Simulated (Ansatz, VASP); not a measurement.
**Cr: VASP beside Ansatz**

Contents of INCAR:

```
ALGO = Normal
EDIFF = 1E-6
ENCUT = 520
ISIF = 2
ISMEAR = -1
ISPIN = 2
LASPH = True
LCHARG = False
LMAXMIX = 4
LORBIT = 11
LREAL = False
LWAVE = False
MAGMOM = 1.45 -1.45
NBANDS = 23
NELM = 150
PREC = Accurate
SIGMA = 0.05
```

The input KPOINTS:

```
k-points
0
Gamma
  12 12 12
```

The input POSCAR:

```
Cr
1.0
    0.0000000000      2.5705183986      2.5705183986
    2.5705183986      0.0000000000      2.5705183986
    2.5705183986      2.5705183986      0.0000000000
Cr
2
Direct
    0.1250000000      0.1250000000      0.1250000000
    0.8750000000      0.8750000000      0.8750000000
```

Input for Ansatz:

```yaml
crystal:
  lattice:
    - [0.0, 2.5705183986, 2.5705183986]
    - [2.5705183986, 0.0, 2.5705183986]
    - [2.5705183986, 2.5705183986, 0.0]
  atoms:
    - { symbol: Cr, position: [0.125, 0.125, 0.125], spin: 1.45 }
    - { symbol: Cr, position: [0.875, 0.875, 0.875], spin: -1.45 }
hamiltonian:
  xc: lda
  pseudopotentials:
    kind: paw
    azcp:
      Cr: "pseudopotentials/Cr.paw.azcp"
basis:
  ecutwfc: 420
  fft_grid_basis: typed
kpoints:
  mp_grid: { grid: [12, 12, 12], shift: [0, 0, 0] }
magnetization:
  spin_polarized: true
scf:
  occupations: { method: fermi_dirac, width: 0.05 }
  lower_state_search: "off"
output:
  stress: true
  write_density: true
  write_potential: true
  elf: true
  volumetric_format: npy
```

Alike in both runs: task single point; functional LDA; k mesh 12 × 12 × 12; occupations fermi-dirac, width 0.05 eV; collinear spin.

```csv
,VASP,Ansatz
version,VASP 6.6.1,Ansatz 0.2.0
potentials or method,"VASP PAW LDA potentials, release 64 (Cr_pv), cutoff 520 eV","plane waves (420 eV) with PAW, scalar-relativistic"
valence electrons in the cell,24,28
```

|  | VASP | Ansatz | Ansatz less VASP |
| --- | --- | --- | --- |
| pressure (GPa) | -6.0 | -5.0 | +0.93 |
| net moment per atom (μB) | 0.00 | 0.00 | 0.000 |
| size of the moment on the site where the two differ most (μB) | 1.81 | 1.79 | -0.029 |

Ansatz warns that its potentials were made for another functional, while VASP's fit it. LDA's correlation is that of Perdew and Zunger in VASP and of Perdew and Wang (1992) in Ansatz. Site moments also hang on the region over which each program counts them. VASP's potentials hold 24 valence electrons a cell and Ansatz's 28, so a difference there can come from the potentials and not from the codes.
